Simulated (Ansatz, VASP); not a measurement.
**One calculation of Ta2N, two programs**

```
CELL_PARAMETERS angstrom
3.07826 0.00000 0.00000
-1.53913 2.66585 0.00000
0.00000 0.00000 4.82393
ATOMIC_POSITIONS crystal
Ta 0.66667 0.33333 0.74637
Ta 0.33333 0.66667 0.25363
N 0.00000 0.00000 0.00000
```

Alike in both runs: functional PBEsol; k mesh 15 × 15 × 10; occupations gaussian, width 0.1 eV; no spin polarisation.

Ansatz relaxed the structure, and its values are those at the end. VASP's run is a single point on that final structure, the one shown.

```csv
,VASP,Ansatz
version,VASP 6.6.1,Ansatz 0.2.0
potentials or method,"VASP PAW PBE potentials, release 64 (Ta_pv, N), cutoff 600 eV","scalar-relativistic, plane waves, PAW"
valence electrons in the cell,27,31
```

Ansatz gave:

```
gap on the k mesh at the Fermi level (eV) : none
pressure (GPa)                            : 0.0
rms of the force components (eV/Å)        : 0.000
```

Task: Estimate VASP's values.

Result: gap on the k mesh at the Fermi level (eV): none; pressure (GPa): 0.6; rms of the force components (eV/Å): 0.026.

VASP's potentials were made for PBE, not for PBEsol, and Ansatz warns of the same on its side. A gap of «none» marks a metal or a gap that the smearing closes. VASP's potentials hold 27 valence electrons a cell and Ansatz's 31, so a difference there can come from the potentials and not from the codes.

Neither program's run includes spin-orbit coupling.
